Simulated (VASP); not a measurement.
# Pt (Fm-3m) in VASP: further runs, part 2 of 2

VASP 6.6.1. The steps go on from the part before.

## 3. Single point, LDA

Contents of INCAR:

```
  ALGO = Normal
  EDIFF = 1E-6
  ENCUT = 520
  ISIF = 2
  ISMEAR = -1
  LASPH = True
  LCHARG = False
  LREAL = False
  LWAVE = False
  NBANDS = 11
  NELM = 100
  PREC = Accurate
  SIGMA = 0.05
```

Contents of KPOINTS:

```
k-points
0
Gamma
  18 18 18
```

Contents of POSCAR:

```
Pt
1.0
    0.0000000000      1.9469837629      1.9469837629
    1.9469837629      0.0000000000      1.9469837629
    1.9469837629      1.9469837629      0.0000000000
Pt
1
Direct
    0.0000000000      0.0000000000      0.0000000000
```

Potentials or basis: VASP PAW LDA potentials, release 64 (Pt).

Command:

```bash
> cat potpaw_LDA.64/Pt/POTCAR > POTCAR
> mpirun -np 1 vasp_std > vasp.out
```

OUTCAR:

```text
EDIFF = 1E-6
   ENCUT = 520
   ISIF = 2
   ISMEAR = -1
   LASPH = True
   LREAL = False
   NELM = 100
   PREC = Accurate

 ion  position               nearest neighbor table
   1  0.000  0.000  0.000-

  LATTYP: Found a face centered cubic cell.
 ALAT       =     3.8939675258

  Lattice vectors:

 A1 = (   0.0000000000,   1.9469837629,   1.9469837629)
 A2 = (   1.9469837629,   0.0000000000,   1.9469837629)
 A3 = (   1.9469837629,   1.9469837629,   0.0000000000)

Analysis of symmetry for initial positions (statically):
=====================================================================
 Subroutine PRICEL returns:
 Original cell was already a primitive cell.

 Routine SETGRP: Setting up the symmetry group for a
 face centered cubic supercell.

 Subroutine GETGRP returns: Found 48 space group operations
 (whereof 48 operations were pure point group operations)
 out of a pool of 48 trial point group operations.

The static configuration has the point symmetry O_h .

Analysis of symmetry for dynamics (positions and initial velocities):
=====================================================================
 Subroutine PRICEL returns:
 Original cell was already a primitive cell.

 Routine SETGRP: Setting up the symmetry group for a
 face centered cubic supercell.

 Subroutine GETGRP returns: Found 48 space group operations
 (whereof 48 operations were pure point group operations)
 out of a pool of 48 trial point group operations.

The dynamic configuration has the point symmetry O_h .

 Subroutine INISYM returns: Found 48 space group operations
 (whereof 48 operations are pure point group operations),
 and found     1 'primitive' translations

----------------------------------------------------------------------------------------

                                     Primitive cell

  volume of cell :      14.7610

  direct lattice vectors                    reciprocal lattice vectors
     0.000000000  1.946983763  1.946983763    -0.256807483  0.256807483  0.256807483
     1.946983763  0.000000000  1.946983763     0.256807483 -0.256807483  0.256807483
     1.946983763  1.946983763  0.000000000     0.256807483  0.256807483 -0.256807483

  length of vectors
     2.753450843  2.753450843  2.753450843     0.444803609  0.444803609  0.444803609

  position of ions in fractional coordinates (direct lattice)
     0.000000000  0.000000000  0.000000000

  ion indices of the primitive-cell ions
   primitive index   ion index
                 1           1

----------------------------------------------------------------------------------------

 KPOINTS: k-points

Automatic generation of k-mesh.
 Grid dimensions read from file:
 generate k-points for:   18   18   18

 Generating k-lattice:

  Cartesian coordinates                     Fractional coordinates (reciprocal lattice)
    -0.014267082  0.014267082  0.014267082     0.055555556  0.000000000  0.000000000
     0.014267082 -0.014267082  0.014267082     0.000000000  0.055555556  0.000000000
     0.014267082  0.014267082 -0.014267082     0.000000000  0.000000000  0.055555556

  Length of vectors
     0.024711312  0.024711312  0.024711312

  Shift w.r.t. Gamma in fractional coordinates (k-lattice)
     0.000000000  0.000000000  0.000000000

 Subroutine IBZKPT returns following result:
 ===========================================

 Found    195 irreducible k-points:

 Following reciprocal coordinates:
            Coordinates               Weight
  0.000000  0.000000  0.000000      1.000000
  0.055556  0.000000  0.000000      8.000000
  0.111111  0.000000  0.000000      8.000000
  0.166667  0.000000  0.000000      8.000000
  0.222222  0.000000  0.000000      8.000000
  0.277778  0.000000  0.000000      8.000000
[... 16 lines left out ...]
 -0.277778  0.055556  0.000000     24.000000
 -0.222222  0.055556  0.000000     24.000000
 [... further k-points ...]
   k-points           NKPTS =    195   k-points in BZ     NKDIM =    195   number of bands    NBANDS=     11
   number of dos      NEDOS =    301   number of ions     NIONS =      1
   total plane-waves  NPLWV =   8000
   dimension x,y,z NGX =    20 NGY =   20 NGZ =   20
   dimension x,y,z NGXF=    40 NGYF=   40 NGZF=   40
   ions per type =               1
   NGX,Y,Z   is equivalent  to a cutoff of  12.08, 12.08, 12.08 a.u.
   NGXF,Y,Z  is equivalent  to a cutoff of  24.15, 24.15, 24.15 a.u.
 SYSTEM =  unknown system
   PREC   = accura    normal or accurate (medium, high low for compatibility)
   ISTART =      0    job   : 0-new  1-cont  2-samecut
   ICHARG =      2    charge: 1-file 2-atom 10-const
   ISPIN  =      1    spin polarized calculation?
   LNONCOLLINEAR =      F non collinear calculations
   LSORBIT =      F    spin-orbit coupling
   LASPH  =      T    aspherical Exc in radial PAW
   ENCUT  =  520.0 eV  38.22 Ry    6.18 a.u.   5.12  5.12  5.12*2*pi/ulx,y,z
   NELM   =    100;   NELMIN=  2; NELMDL= -5     # of ELM steps
   EDIFF  = 0.1E-05   stopping-criterion for ELM
   LREAL  =      F    real-space projection
   EDIFFG = 0.1E-04   stopping-criterion for IOM
   NSW    =      0    number of steps for IOM
   IBRION =     -1    ionic relax: 0-MD 1-quasi-New 2-CG
   NFREE  =      0    steps in history (QN), initial steepest desc. (CG)
   ISIF   =      2    stress and relaxation
   ISYM   =      2    0-nonsym 1-usesym 2-fastsym
   POTIM  = 0.5000    time-step for ionic-motion
   TEBEG  =    0.0;   TEEND  =   0.0 temperature during run
   PSTRESS=    0.0 pullay stress
   NELECT =      10.0000    total number of electrons
   NUPDOWN=      -1.0000    fix difference up-down
   EMIN   =  10.00;   EMAX   =-10.00  energy-range for DOS
   EFERMI =   0.00;   METHOD = LEGACY
   ISMEAR =    -1;   SIGMA  =   0.05  broadening in eV -4-tet -1-fermi 0-gaus
   EFERMI_NEDOS =   21; number of points for ismear=-14 and -15
   IALGO  =     38    algorithm
   IMIX   =      4    mixing-type and parameters
     AMIX     =   0.40;   BMIX     =  1.00
     AMIX_MAG =   1.60;   BMIX_MAG =  1.00
  volume/ion in A,a.u.               =      14.76        99.61
  Fermi-wavevector in a.u.,A,eV,Ry     =   1.437813  2.717073 28.127421  2.067307
  Thomas-Fermi vector in A             =   2.556849
   LORBIT       =      0    0 simple, 1 ext, 2 COOP (PROOUT), +10 PAW based schemes
   GGA     = CA    functional components
   LHFCALC =     F    Hartree Fock is set to
   AEXX    =    0.0000 exact exchange contribution
   IVDW    =     0    specifies the selected vdW correction
   LEPSILON=     F    determine dielectric tensor
   LRPA    =     F    only Hartree local field effects (RPA)
 non-spin polarized calculation
  energy-cutoff  :      520.00
  volume of cell :       14.76
 maximum number of plane-waves:       411
   NGX = 11   NGY = 11   NGZ = 11

 number of electron      10.0000000 magnetization

 Free energy of the ion-electron system (eV)
  ---------------------------------------------------
  ext. energy  EPLUGINS =         0.00000000
  ---------------------------------------------------
  free energy    TOTEN  =        -7.51018260 eV

  energy without entropy =       -7.49412230  energy(sigma->0) =       -7.50215245

 E-fermi :  11.5656     XC(G=0): -13.8124

 val. band max:       11.5608422680   @ k =  -0.3333   0.3889   0.1111
 cond. band min:      11.5768027338   @ k =   0.3889   0.2222   0.0000
 fundamental gap:      0.0159604658
 Fermi energy:        11.5655663198

 k-point     1 :       0.0000    0.0000    0.0000
  band No.  band energies     occupation
      1       1.0736      2.00000
      2       7.6075      2.00000
      3       7.6075      2.00000
      4       7.6075      2.00000
      5       9.8775      2.00000
      6       9.8775      2.00000
      7      26.1203      0.00000
      8      31.1633      0.00000
      9      31.1633      0.00000
     10      31.1633      0.00000
     11      36.6957      0.00000

 k-point     2 :       0.0556    0.0000    0.0000
  band No.  band energies     occupation
      1       1.2009      2.00000
      2       7.5490      2.00000
      3       7.6591      2.00000
      4       7.6591      2.00000
      5       9.8476      2.00000
      6       9.8476      2.00000
      7      26.3238      0.00000
      8      30.5051      0.00000
      9      31.3632      0.00000
     10      31.3632      0.00000
     11      37.4398      0.00000
[... 295 lines left out ...]
 k-point    24 :      -0.2222    0.0556    0.0000
  band No.  band energies     occupation
      1       3.1539      2.00000
      2       7.1015      2.00000
      3       8.0197      2.00000
      4       8.0888      2.00000
      5       9.6629      2.00000
      6      10.3748      2.00000
      7      25.3517      0.00000
      8      28.1563      0.00000
      9      32.8073      0.00000
     10      34.1684      0.00000
     11      35.4303      0.00000

 [... further k-points ...]
[... 5 lines left out ...]
  --------------------------------------------------------------------------------------
  -------------------------------------------------------------------------------------
  Total        0.0702582      0.0702582      0.0702582     -0.0000000     -0.0000000      0.0000000
  in kB        7.6258946      7.6258946      7.6258946     -0.0000000     -0.0000000      0.0000000
  external PRESSURE =       7.6258946 kB  Pullay stress =       0.0000000 kB

 VOLUME and BASIS-vectors are now :
 -----------------------------------------------------------------------------
  energy-cutoff  :      520.00
  volume of cell :       14.76
      direct lattice vectors                 reciprocal lattice vectors
     0.000000000  1.946983763  1.946983763    -0.256807483  0.256807483  0.256807483
     1.946983763  0.000000000  1.946983763     0.256807483 -0.256807483  0.256807483
     1.946983763  1.946983763  0.000000000     0.256807483  0.256807483 -0.256807483

 POSITION                                       TOTAL-FORCE (eV/Angst)
 -----------------------------------------------------------------------------------
      0.00000      0.00000      0.00000         0.000000      0.000000      0.000000
 -----------------------------------------------------------------------------------
    total drift:                                0.000000      0.000000      0.000000

  FREE ENERGIE OF THE ION-ELECTRON SYSTEM (eV)
  ---------------------------------------------------
  free  energy   TOTEN  =        -7.5101825996 eV

  energy  without entropy=       -7.4941223041  energy(sigma->0) =       -7.50215245
```

OSZICAR:

```text
N       E                     dE             d eps       ncg     rms          rms(c)
DAV:   1     0.393531750094E+02    0.39353E+02   -0.54355E+03  4354   0.853E+02
DAV:   2    -0.735106973091E+01   -0.46704E+02   -0.44782E+02  4906   0.178E+02
DAV:   3    -0.794413079530E+01   -0.59306E+00   -0.58803E+00  5026   0.192E+01
DAV:   4    -0.794645488671E+01   -0.23241E-02   -0.23238E-02  4972   0.143E+00
DAV:   5    -0.794647247307E+01   -0.17586E-04   -0.17586E-04  5018   0.114E-01    0.141E+01
DAV:   6    -0.756030379313E+01    0.38617E+00   -0.87924E-01  4611   0.739E+00    0.725E+00
DAV:   7    -0.751498381673E+01    0.45320E-01   -0.14716E-01  4974   0.291E+00    0.264E+00
DAV:   8    -0.751038444601E+01    0.45994E-02   -0.66147E-03  4650   0.770E-01    0.589E-01
DAV:   9    -0.751017892023E+01    0.20553E-03   -0.17668E-04  4782   0.125E-01    0.117E-02
DAV:  10    -0.751018252638E+01   -0.36062E-05   -0.29625E-06  5136   0.119E-02    0.223E-03
DAV:  11    -0.751018259957E+01   -0.73190E-07   -0.53409E-08  2679   0.214E-03
   1 F= -.75101826E+01 E0= -.75021525E+01  d E =-.160603E-01
```

stdout:

```text
POSCAR found type information on POSCAR Pt
 POSCAR found :  1 types and       1 ions
 scaLAPACK will be used
 LDA part: xc-table for (Slater(with rela. corr.)+CA(PZ))
 , standard interpolation
 POSCAR, INCAR and KPOINTS ok, starting setup
 FFT: planning ... GRIDC
 FFT: planning ... GRID_SOFT
 FFT: planning ... GRID
 WAVECAR not read
 entering main loop
```

Run time: 8.8 s. Hardware: 1 thread of Intel Xeon 6975P-C (Granite Rapids), shared host; peak memory 0.14 GiB.

Results:

* Free energy: -7.5102 eV
* Pressure: 0.8 GPa
* Band gap on the k mesh: zero (band 5 reaches 12.08 eV, above the bottom of band 6 at 9.76 eV)

Caveat: spin-orbit coupling is left out, which moves the levels of the heavy elements.

## 4. Relaxation of cell and atoms, LDA

Contents of INCAR:

```
SYSTEM = Pt
PREC = Accurate
ENCUT = 600
EDIFF = 1E-6
ISMEAR = -1
SIGMA = 0.05
LREAL = .FALSE.
LASPH = .TRUE.
NELM = 80
ALGO = Normal
ISIF = 3
LWAVE = .FALSE.
LCHARG = .FALSE.
GGA = CA
IBRION = 2
NSW = 60
EDIFFG = -0.005
```

Contents of KPOINTS:

```
regular mesh
0
G
  18 18 18
  0 0 0
```

Contents of POSCAR:

```
Pt
1.0
    0.0000000000      1.9474215318      1.9474215318
    1.9474215318      0.0000000000      1.9474215318
    1.9474215318      1.9474215318      0.0000000000
Pt
1
Direct
    0.0000000000      0.0000000000      0.0000000000
```

Command:

```bash
> cat potpaw_LDA.64/Pt/POTCAR > POTCAR
> mpirun -np 1 vasp_std > vasp.out
```

Wall time 15 s (1 thread of Intel Xeon 6975P-C (Granite Rapids), shared host); peak memory 0.16 GiB.

It converged, with:

```yaml
Free_energy: -7.5104 eV
Relaxed_volume: 14.80 Å³/atom
Relaxed_cell: a = 2.756 Å, b = 2.756 Å, c = 2.756 Å, α = 60.00°, β = 60.00°, γ = 60.00°
Space_group_after_relaxing_to_0.05_Å: Fm-3m (No. 225)
Energy_gained_by_relaxing: 0.1 meV/atom
Ionic_steps: 3
Pressure_after_relaxing: 0.0 GPa
Band_gap_on_the_k_mesh: zero (band 5 reaches 12.02 eV, above the bottom of band 6 at 9.72 eV)
```

Final structure:
```yaml
crystal:
  lattice:
    - [0.00000, 1.94877, 1.94877]
    - [1.94877, 0.00000, 1.94877]
    - [1.94877, 1.94877, 0.00000]
  atoms:
    - { symbol: Pt, position: [0.00000, 0.00000, 0.00000] }
```

Levels at points of the mesh, in eV from the Fermi level:
| k point | band 2 | band 3 | band 4 | band 5 | band 6 | band 7 | band 8 | band 9 |
| --- | --- | --- | --- | --- | --- | --- | --- | --- |
| (0.00, 0.00, 0.00) | -3.94 | -3.94 | -3.94 | -1.68 | -1.68 | 14.56 | 19.59 | 19.59 |
| (0.50, 0.00, 0.00) | -4.00 | -4.00 | -0.56 | 0.04 | 0.04 | 5.97 | 14.14 | 19.02 |
| (0.50, 0.50, 0.00) | -6.86 | 0.02 | 0.51 | 0.51 | 1.73 | 9.07 | 11.39 | 11.39 |

Caveat: spin-orbit coupling is left out, which moves the levels of the heavy elements.

## 5. Relaxation of cell and atoms, LDA

Contents of INCAR:

```
SYSTEM = Pt
PREC = Accurate ; ENCUT = 600
EDIFF = 1E-6 ; ISMEAR = -1
SIGMA = 0.05 ; LREAL = .FALSE.
LASPH = .TRUE. ; NELM = 100
ALGO = Normal ; ISIF = 3
LWAVE = .FALSE. ; LCHARG = .FALSE.
IBRION = 2 ; NSW = 45
EDIFFG = -0.005
```

Contents of KPOINTS:

```
Automatic mesh
0
G
  18 18 18
  0 0 0
```

Contents of POSCAR:

```
Pt
1.0
    0.0000000000      1.9469837629      1.9469837629
    1.9469837629      0.0000000000      1.9469837629
    1.9469837629      1.9469837629      0.0000000000
Pt
1
Direct
    0.0000000000      0.0000000000      0.0000000000
```

Potentials or basis: VASP PAW LDA potentials, release 64 (Pt).

Command:

```bash
> cat potpaw_LDA.64/Pt/POTCAR > POTCAR
> mpirun -np 1 vasp_std > vasp.out
```

OUTCAR:

```text
SYSTEM = Pt
   PREC = Accurate
   ENCUT = 600
   EDIFF = 1E-6
   ISMEAR = -1
   LREAL = .FALSE.
   LASPH = .TRUE.
   NELM = 100
   ISIF = 3
   IBRION = 2
   NSW = 45
   EDIFFG = -0.005

 ion  position               nearest neighbor table
   1  0.000  0.000  0.000-

  LATTYP: Found a face centered cubic cell.
 ALAT       =     3.8939675258

  Lattice vectors:

 A1 = (   0.0000000000,   1.9469837629,   1.9469837629)
 A2 = (   1.9469837629,   0.0000000000,   1.9469837629)
 A3 = (   1.9469837629,   1.9469837629,   0.0000000000)

Analysis of symmetry for initial positions (statically):
=====================================================================
 Subroutine PRICEL returns:
 Original cell was already a primitive cell.

 Routine SETGRP: Setting up the symmetry group for a
 face centered cubic supercell.

[... 246 lines left out ...]

 E-fermi :  11.5097     XC(G=0): -13.7962

 val. band max:       11.5048733495   @ k =  -0.3333   0.3889   0.1111
 cond. band min:      11.5226350191   @ k =   0.3889   0.2222   0.0000
 fundamental gap:      0.0177616696
 Fermi energy:        11.5097197679

 k-point     1 :       0.0000    0.0000    0.0000
  band No.  band energies     occupation
      1       1.0498      2.00000
      2       7.5694      2.00000
      3       7.5694      2.00000
      4       7.5694      2.00000
      5       9.8293      2.00000
      6       9.8293      2.00000
      7      26.0738      0.00000
      8      31.1007      0.00000
      9      31.1007      0.00000
[... 265 lines left out ...]
 k-point    24 :      -0.2222    0.0556    0.0000
  band No.  band energies     occupation
      1       3.1255      2.00000
      2       7.0658      2.00000
      3       7.9802      2.00000
      4       8.0489      2.00000
      5       9.6162      2.00000
      6      10.3246      2.00000
      7      25.2819      0.00000
      8      28.0944      0.00000
      9      32.7227      0.00000

 [... further k-points ...]
[... 5 lines left out ...]
  --------------------------------------------------------------------------------------
  -------------------------------------------------------------------------------------
  Total       -0.0018933     -0.0018933     -0.0018933      0.0000000     -0.0000000      0.0000000
  in kB       -0.2049295     -0.2049295     -0.2049295      0.0000000     -0.0000000      0.0000000
  external PRESSURE =      -0.2049295 kB  Pullay stress =       0.0000000 kB
[... 16 lines left out ...]
  FREE ENERGIE OF THE ION-ELECTRON SYSTEM (eV)
  ---------------------------------------------------
  free  energy   TOTEN  =        -7.5103547422 eV

  energy  without entropy=       -7.4942241522  energy(sigma->0) =       -7.50228945

 reached required accuracy - stopping structural energy minimisation
```

It took 15 s on 1 thread of Intel Xeon 6975P-C (Granite Rapids), shared host; peak memory 0.16 GiB.

Results:

```yaml
Free_energy: -7.5104 eV
Relaxed_volume: 14.80 Å³/atom
Relaxed_cell: a = 2.756 Å, b = 2.756 Å, c = 2.756 Å, α = 60.00°, β = 60.00°, γ = 60.00°
Space_group_after_relaxing_to_0.05_Å: Fm-3m (No. 225)
Energy_gained_by_relaxing: 0.1 meV/atom
Ionic_steps: 3
Pressure_after_relaxing: 0.0 GPa
Band_gap_on_the_k_mesh: zero (band 5 reaches 12.02 eV, above the bottom of band 6 at 9.72 eV)
```

Step by step:
```
step  energy change (eV)  largest force (eV/Å)  pressure (GPa)  volume (Å³)
   1              0.0000                0.0000            0.86        14.76
   2              0.0009                0.0000           -2.60        14.93
   3             -0.0001                0.0000           -0.02        14.80
```

Final structure:
```cif
data_structure
_symmetry_space_group_name_H-M 'P 1'
_symmetry_Int_Tables_number 1
_cell_length_a 2.7560
_cell_length_b 2.7560
_cell_length_c 2.7560
_cell_angle_alpha 60.000
_cell_angle_beta 60.000
_cell_angle_gamma 60.000
_cell_volume 14.80
loop_
_atom_site_label
_atom_site_type_symbol
_atom_site_fract_x
_atom_site_fract_y
_atom_site_fract_z
_atom_site_occupancy
Pt1 Pt 0.00000 0.00000 0.00000 1
```

Levels at points of the mesh, in eV from the Fermi level:
```csv
k point,band 1,band 2,band 3,band 4,band 5,band 6,band 7,band 8,band 9
"(0.00, 0.00, 0.00)",-10.46,-3.94,-3.94,-3.94,-1.68,-1.68,14.56,19.59,19.59
"(0.50, 0.00, 0.00)",-7.56,-4.00,-4.00,-0.56,0.04,0.04,5.97,14.14,19.02
"(0.50, 0.50, 0.00)",-7.31,-6.86,0.02,0.51,0.51,1.73,9.07,11.39,11.39
```

Caveat: spin-orbit coupling is left out, which moves the levels of the heavy elements.

## 6. Summary

| task | cell | cutoff (eV) | gap on the mesh (eV) | pressure (GPa) | relaxed volume (Å³/atom) |
| --- | --- | --- | --- | --- | --- |
| single point | as given | 520 | none | 0.8 | - |
| relaxation of cell and atoms | relaxed | 600 | none | 0.0 | 14.80 |
| relaxation of cell and atoms | relaxed | 600 | none | 0.0 | 14.80 |

Alike in all rows: level LDA; potentials or basis VASP PAW LDA potentials, release 64 (Pt); no spin polarisation; k mesh 18 × 18 × 18; smearing fermi-dirac 0.05 eV.

Caveats: spin-orbit coupling is left out, which moves the levels of the heavy elements.

Total energies depend on the potentials used, so only differences within one code and one set of settings carry meaning.
